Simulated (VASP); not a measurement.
Set up this calculation in VASP 6.6.1, as the native input.

| Quantity | Value |
| --- | --- |
| Task | relaxation of cell and atoms |
| Functional | PBE |
| Potentials or basis | VASP PAW PBE potentials, release 64 (Ti_sv, Be, Al, B) |
| Cutoff | 600 eV |
| k mesh | 18 × 18 × 4 |
| Occupations | gaussian, width 0.1 eV |
| Spin | no spin polarisation |
| Dipole correction | no |
| Further INCAR settings | ALGO = Fast; EDIFF = 1e-06; IBRION = 2; EDIFFG = -0.01; NSW = 100; ISIF = 3 |

The structure of Ti2BeAlB lies in POSCAR:

```
Ti2BeAlB
1.0
    2.8407057253      0.0000000000      0.0000000000
   -1.4203528627      2.4601233228      0.0000000000
    0.0000000000      0.0000000000      9.7272961684
Ti Be Al B
2 1 1 1
Direct
    0.0000000000      0.0000000000      0.0126255484
    0.0000000000      0.0000000000      0.3525844523
    0.3333333333      0.6666666667      0.5661748381
    0.6666666667      0.3333333333      0.7698894558
    0.3333333333      0.6666666667      0.1827630055
```

The input as run:

INCAR

```
SYSTEM = Ti2BeAlB
PREC     = Accurate       ! precision mode
ENCUT    = 600            ! plane-wave cutoff, eV
EDIFF    = 1E-6           ! SCF threshold, eV
ISMEAR   = 0              ! smearing method
SIGMA    = 0.1            ! smearing width, eV
LREAL    = .False.        ! projectors in reciprocal space
LASPH    = .True.         ! aspherical terms in the spheres
NELM     = 80             ! most SCF steps
ALGO     = Fast           ! electronic algorithm
ISIF     = 3              ! what is computed and relaxed
LWAVE    = .False.        ! write WAVECAR
LCHARG   = .False.        ! write CHGCAR
GGA      = PE             ! functional
IBRION   = 2              ! ionic algorithm
NSW      = 100            ! ionic steps
EDIFFG   = -0.01          ! ionic threshold
```

KPOINTS

```
Automatic mesh
0
Gamma
  18 18 4
  0 0 0
```

Potentials or basis: VASP PAW PBE potentials, release 64 (Ti_sv, Be, Al, B).

Command:

```sh
$ cat potpaw_PBE.64/Ti_sv/POTCAR potpaw_PBE.64/Be/POTCAR potpaw_PBE.64/Al/POTCAR potpaw_PBE.64/B/POTCAR > POTCAR
$ mpirun -np 1 vasp_std > vasp.out
```

It gave:

The relaxed volume is 13.62 Å³/atom. The relaxed cell is a = 2.844 Å, b = 2.844 Å, c = 9.720 Å, α = 90.00°, β = 90.00°, γ = 120.00°. The space group after relaxing (to 0.05 Å) is P3m1 (No. 156), the energy gained by relaxing is 0.1 meV/atom and the ionic steps are 6. The pressure after relaxing is 0.0 GPa. The largest force after relaxing is 0.008 eV/Å and the band gap on the k mesh is zero (band 16 reaches 8.25 eV, above the bottom of band 17 at 6.45 eV).

It took 40 min on 1 thread of AMD EPYC 7R43 64-Core Processor (Zen 3) (shared host), peak memory 0.37 GiB.
